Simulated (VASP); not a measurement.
# Ni in VASP: a series of runs, part 2 of 2

VASP 6.6.1.

### Step 3. Single point, PBE, collinear spin, ferromagnetic start

This run uses another cell than the first one: it holds 1 atom, not 4.

Contents of INCAR:

```
SYSTEM = Ni
PREC = Accurate
ENCUT = 520
EDIFF = 1E-6
ISMEAR = 0
SIGMA = 0.1
LREAL = .FALSE.
LASPH = .TRUE.
NELM = 150
ALGO = Normal
ISIF = 2
LWAVE = .FALSE.
LCHARG = .TRUE.
ISPIN = 2
MAGMOM = 0.77
LORBIT = 11
LMAXMIX = 4
GGA = PE
LELF = .TRUE.
LVHAR = .TRUE.
NBANDS = 15
```

Contents of KPOINTS:

```
regular mesh
0
G
  26 26 26
  0 0 0
```

Contents of POSCAR:

```
Ni
1.0
    0.0000000000      1.7594578875      1.7594578875
    1.7594578875      0.0000000000      1.7594578875
    1.7594578875      1.7594578875      0.0000000000
Ni
1
Direct
    0.5000000000      0.5000000000      0.5000000000
```

Potentials or basis: VASP PAW PBE potentials, release 64 (Ni).

Started as:

```bash
cat potpaw_PBE.64/Ni/POTCAR > POTCAR
mpirun -np 1 vasp_std > vasp.out
```

Wall time 4 min (1 thread of Intel Xeon 8259CL, shared host); peak memory 0.24 GiB.

It converged, with:

```
Free energy                                           : -5.4744 eV
Pressure                                              : -0.2 GPa
Net moment                                            : 0.63 μB per cell
Site moments                                          : Ni +0.64 μB
Valence electrons inside the program's atomic spheres : Ni 9.31
```

Levels at points of the mesh, in eV from the Fermi level:
Spin up:
| k point | band 1 | band 2 | band 3 | band 4 | band 5 | band 6 | band 7 | band 8 | band 9 | band 10 |
| --- | --- | --- | --- | --- | --- | --- | --- | --- | --- | --- |
| (0.00, 0.00, 0.00) | -9.00 | -2.43 | -2.43 | -2.43 | -1.26 | -1.26 | 23.71 | 27.56 | 27.56 | 27.56 |
| (0.50, 0.00, 0.00) | -4.83 | -2.41 | -2.41 | -0.61 | -0.61 | -0.29 | 5.65 | 22.20 | 24.65 | 24.65 |
| (0.50, 0.50, 0.00) | -4.64 | -4.19 | -0.55 | -0.48 | -0.48 | 2.44 | 9.21 | 14.81 | 14.81 | 19.71 |
Spin down:
```tsv
k point	band 2	band 3	band 4	band 5	band 6	band 7	band 8	band 9
(0.00, 0.00, 0.00)	-1.68	-1.68	-1.68	-0.67	-0.67	23.55	27.54	27.54
(0.50, 0.00, 0.00)	-1.80	-1.80	-0.36	0.15	0.15	6.07	22.06	24.73
(0.50, 0.50, 0.00)	-3.58	0.06	0.39	0.39	2.40	9.45	14.82	14.82
```

### Step 4. Single point, PBE, collinear spin, ferromagnetic start

This run uses another cell than the first one: it holds 1 atom, not 4.

Contents of INCAR:

```
SYSTEM = Ni
PREC     = Accurate       ! precision mode
ENCUT    = 520            ! plane-wave cutoff, eV
EDIFF    = 1E-6           ! SCF threshold, eV
ISMEAR   = 0              ! smearing method
SIGMA    = 0.1            ! smearing width, eV
LREAL    = .False.        ! projectors in reciprocal space
LASPH    = .True.         ! aspherical terms in the spheres
NELM     = 150            ! most SCF steps
ALGO     = Normal         ! electronic algorithm
ISIF     = 2              ! what is computed and relaxed
LWAVE    = .False.        ! write WAVECAR
LCHARG   = .True.         ! write CHGCAR
ISPIN    = 2              ! spin polarisation
MAGMOM   = 0.82           ! initial moments
LORBIT   = 11             ! projections on sites
LMAXMIX  = 4              ! l up to which the mixer works
GGA      = PE             ! functional
LELF     = .True.         ! ELF
LVHAR    = .True.       
NBANDS   = 15             ! bands
```

Contents of KPOINTS:

```
regular mesh
0
Gamma
  32 32 32
  0 0 0
```

Contents of POSCAR:

```
Ni
1.0
   -1.2441203340      1.2441203340      1.7589248816
    1.2441203340     -1.2441203340      1.7589248816
    1.2441203340      1.2441203340     -1.7589248816
Ni
1
Direct
    0.0000000000      0.0000000000      0.0000000000
```

Potentials or basis: VASP PAW PBE potentials, release 64 (Ni).

Started as:

```bash
cat potpaw_PBE.64/Ni/POTCAR > POTCAR
mpirun -np 1 vasp_std > vasp.out
```

OUTCAR:

```text
SYSTEM = Ni
   PREC = Accurate
   ENCUT = 520
   EDIFF = 1E-6
   ISMEAR = 0
   LREAL = .False.
   LASPH = .True.
   NELM = 150
   ISIF = 2
   ISPIN = 2
   LORBIT = 11
   GGA = PE

 ion  position               nearest neighbor table
   1  0.000  0.000  0.000-

  LATTYP: Found a body centered tetragonal cell.
 ALAT       =     2.4882406680
 C/A-ratio  =     1.4137899957

  Lattice vectors:

 A1 = (  -1.2441203340,   1.2441203340,   1.7589248816)
[... 1075 lines left out ...]
  -------------------------------------------------------------------------------------
  Total       -0.0043742     -0.0043742     -0.0019687      0.0000000      0.0000000      0.0000000
  in kB       -0.6435379     -0.6435379     -0.2896399      0.0000000      0.0000000      0.0000000
  external PRESSURE =      -0.5255719 kB  Pullay stress =       0.0000000 kB

 VOLUME and BASIS-vectors are now :
 -----------------------------------------------------------------------------
  energy-cutoff  :      520.00
  volume of cell :       10.89
      direct lattice vectors                 reciprocal lattice vectors
    -1.244120334  1.244120334  1.758924882     0.000000000  0.401890385  0.284264556
     1.244120334 -1.244120334  1.758924882     0.401890385  0.000000000  0.284264556
     1.244120334  1.244120334 -1.758924882     0.401890385  0.401890385  0.000000000

 POSITION                                       TOTAL-FORCE (eV/Angst)
 -----------------------------------------------------------------------------------
      0.00000      0.00000      0.00000         0.000000      0.000000      0.000000
 -----------------------------------------------------------------------------------
    total drift:                               -0.000000     -0.000000      0.000000

  FREE ENERGIE OF THE ION-ELECTRON SYSTEM (eV)
  ---------------------------------------------------
  free  energy   TOTEN  =        -5.4747260560 eV

  energy  without entropy=       -5.4661378254  energy(sigma->0) =       -5.47043194

 total charge

# of ion       s       p       d       tot
------------------------------------------
    1        0.497   0.497   8.314   9.308

 magnetization (x)

# of ion       s       p       d       tot
------------------------------------------
    1       -0.006  -0.025   0.669   0.638
```

OSZICAR:

```text
N       E                     dE             d eps       ncg     rms          rms(c)
DAV:   1     0.328848327627E+02    0.32885E+02   -0.42107E+03152465   0.856E+02
DAV:   2    -0.507156142271E+01   -0.37956E+02   -0.35187E+02162921   0.162E+02
DAV:   3    -0.649488836032E+01   -0.14233E+01   -0.14097E+01175760   0.307E+01
DAV:   4    -0.650357875234E+01   -0.86904E-02   -0.86888E-02175453   0.229E+00
DAV:   5    -0.650368493458E+01   -0.10618E-03   -0.10618E-03179743   0.226E-01    0.992E+00
DAV:   6    -0.581818735622E+01    0.68550E+00   -0.13561E+01208708   0.404E+01    0.596E+00
DAV:   7    -0.549186162996E+01    0.32633E+00   -0.23539E+00193404   0.151E+01    0.191E+00
DAV:   8    -0.547772435373E+01    0.14137E-01   -0.22861E-02180643   0.102E+00    0.939E-01
DAV:   9    -0.547521652418E+01    0.25078E-02   -0.19351E-03240418   0.274E-01    0.250E-01
DAV:  10    -0.547473575004E+01    0.48077E-03   -0.51702E-04243913   0.127E-01    0.342E-02
DAV:  11    -0.547472530925E+01    0.10441E-04   -0.36385E-05217251   0.425E-02    0.295E-02
DAV:  12    -0.547472605602E+01   -0.74677E-06   -0.10176E-06144573   0.776E-03
   1 F= -.54747261E+01 E0= -.54704319E+01  d E =-.858823E-02  mag=     0.6263
```

Run time: 11 min. Hardware: 1 thread of Oxide Virtual Turin-like, shared host; peak memory 0.59 GiB.

What came out:

```yaml
Free_energy: -5.4747 eV
Pressure: -0.1 GPa
Net_moment: 0.63 μB per cell
Site_moments: Ni +0.64 μB
Valence_electrons_inside_the_program's_atomic_spheres: Ni 9.31
```

### Step 5. Overview

```tsv
cell	k mesh	gap on the mesh (eV)	pressure (GPa)	moment (μB)
a = 2.483, b = 2.483, c = 7.056 Å, angles 90.0, 90.0, 89.9°, 4 atoms, atomic positions A	6 × 6 × 4	none	-0.2	2.58
a = 2.488 Å, angles 60.0°, 1 atom, atomic positions B	26 × 26 × 26	none	-0.2	0.63
a = 2.488 Å, angles 120.0, 120.0, 90.0°, 1 atom, atomic positions B	32 × 32 × 32	none	-0.1	0.63
```

Alike in all rows: task single point; level PBE; potentials or basis VASP PAW PBE potentials, release 64 (Ni); spin collinear, ferromagnetic start; cutoff (eV) 520; smearing gaussian 0.1 eV.

Caveats: some runs use coarse meshes.

Total energies depend on the potentials used, so only differences within one code and one set of settings carry meaning.
